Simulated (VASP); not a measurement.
Pt: single point with PBEsol

Pt:

```xyz
1
Lattice="-1.6073 1.6073 1.5137 1.6073 -1.6073 1.5137 1.6073 1.6073 -1.5137" Properties=species:S:1:pos:R:3 pbc="T T T"
Pt    0.0000    0.0000    0.0000
```

This cell differs from its parent crystal: strain +0.030 along x and y, -0.030 along z.

| Quantity | Value |
| --- | --- |
| Program | VASP 6.6.1 |
| Task | single point |
| Functional | PBEsol |
| Potentials or basis | VASP PAW PBE potentials, release 64 (Pt) |
| Cutoff | 520 eV |
| k mesh | 26 × 26 × 26 |
| Occupations | gaussian, width 0.15 eV |
| Spin | no spin polarisation |
| Dipole correction | no |
| Further INCAR settings | ALGO = Fast; EDIFF = 1e-06; NBANDS = 11 |

```
Pressure               : -7.8 GPa
Band gap on the k mesh : zero (band 5 reaches 11.25 eV, above the bottom of band 6 at 9.09 eV)
```

Stress tensor (GPa, compression positive):
```
 -5.83   0.00   0.00
  0.00  -5.83   0.00
  0.00   0.00 -11.70
```

Levels at points of the mesh, in eV from the Fermi level:
```csv
k point,band 1,band 2,band 3,band 4,band 5,band 6,band 7,band 8,band 9,band 10
"(0.00, 0.00, 0.00)",-9.70,-3.91,-3.37,-3.37,-1.42,-0.71,16.67,16.67,17.90,26.78
"(0.50, 0.00, 0.00)",-6.70,-5.20,-1.16,-0.43,0.28,1.05,6.50,12.99,15.38,24.33
"(0.50, 0.50, 0.00)",-6.78,-4.63,-1.69,-0.87,-0.11,0.96,5.97,13.69,16.86,23.01
"(0.50, 0.50, 0.50)",-6.22,-6.22,0.45,0.45,0.63,7.00,7.00,8.85,12.70,18.44
```

It took 60 s on 1 thread of Intel(R) Xeon(R) 6975P-C (Granite Rapids) (shared host), peak memory 0.32 GiB.

Caveat: the cell differs from its parent crystal (strain +0.030 along x and y, -0.030 along z); the PAW data sets were made with another functional, which shifts forces and pressure a little; spin-orbit coupling is left out, which moves the levels of the heavy elements.
